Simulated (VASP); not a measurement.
Wanted: the native input for a VASP 6.6.1 run.

* Task: single point
* Functional: r2SCAN
* Potentials or basis: VASP PAW PBE potentials, release 64 (Rh_pv)
* Cutoff: 550 eV
* k mesh: 14 × 14 × 14
* Occupations: fermi-dirac, width 0.1 eV
* Spin: no spin polarisation
* Dipole correction: no
* Further INCAR settings: ALGO = Normal; EDIFF = 1e-06; NBANDS = 14

Crystal: Rh.

```xyz
1
Lattice="2.5139 0.0000 0.0000 0.0000 2.5139 0.0000 0.0000 0.0000 2.5139" Properties=species:S:1:pos:R:3 pbc="T T T"
Rh    0.0000    0.0000    0.0000
```

This isn't the form of Rh at room conditions, which is fcc.

These files were run (other wordings do the same):

POSCAR

```
Rh
1.0
    2.5138607453      0.0000000000      0.0000000000
    0.0000000000      2.5138607453      0.0000000000
    0.0000000000      0.0000000000      2.5138607453
Rh
1
Direct
    0.0000000000      0.0000000000      0.0000000000
```

INCAR.step1

```
SYSTEM = Rh
PREC     = Accurate       ! precision mode
ENCUT    = 550            ! plane-wave cutoff, eV
ISMEAR   = -1             ! smearing method
SIGMA    = 0.1            ! smearing width, eV
LREAL    = .FALSE.        ! projectors in reciprocal space
LASPH    = .TRUE.         ! aspherical terms in the spheres
NELM     = 120            ! most SCF steps
NBANDS   = 14             ! bands
GGA      = PE             ! functional
ALGO     = Normal         ! electronic algorithm
EDIFF    = 1E-5           ! SCF threshold, eV
LWAVE    = .TRUE.         ! write WAVECAR
LCHARG   = .FALSE.        ! write CHGCAR
GGA_COMPAT= .FALSE.
```

INCAR.step2

```
SYSTEM = Rh
PREC     = Accurate       ! precision mode
ENCUT    = 550            ! plane-wave cutoff, eV
EDIFF    = 1E-6           ! SCF threshold, eV
ISMEAR   = -1             ! smearing method
SIGMA    = 0.1            ! smearing width, eV
LREAL    = .FALSE.        ! projectors in reciprocal space
LASPH    = .TRUE.         ! aspherical terms in the spheres
NELM     = 120            ! most SCF steps
ALGO     = Normal         ! electronic algorithm
ISIF     = 2              ! what is computed and relaxed
LWAVE    = .FALSE.        ! write WAVECAR
LCHARG   = .FALSE.        ! write CHGCAR
METAGGA  = R2SCAN         ! meta-GGA
LMIXTAU  = .TRUE.       
NBANDS   = 14             ! bands
ISTART   = 1            
GGA_COMPAT= .FALSE.
```

KPOINTS

```
Automatic mesh
0
G
  14 14 14
  0 0 0
```

Potentials or basis: VASP PAW PBE potentials, release 64 (Rh_pv).

Command:

```sh
$ cat potpaw_PBE.64/Rh_pv/POTCAR > POTCAR
$ cp INCAR.step1 INCAR
$ mpirun -np 1 vasp_std > vasp.out
$ cp INCAR.step2 INCAR
$ mpirun -np 1 vasp_std > vasp.out
```

Results of the run:

* Pressure: 0.8 GPa
* Band gap on the k mesh: zero (an odd number of electrons rules out a gap without spin polarisation)

Caveat: the PAW data sets were made with another functional, which shifts forces and pressure a little.

It took 35 s on 1 thread of Intel(R) Xeon(R) 6975P-C (Granite Rapids), on a shared host, peak memory 0.14 GiB.
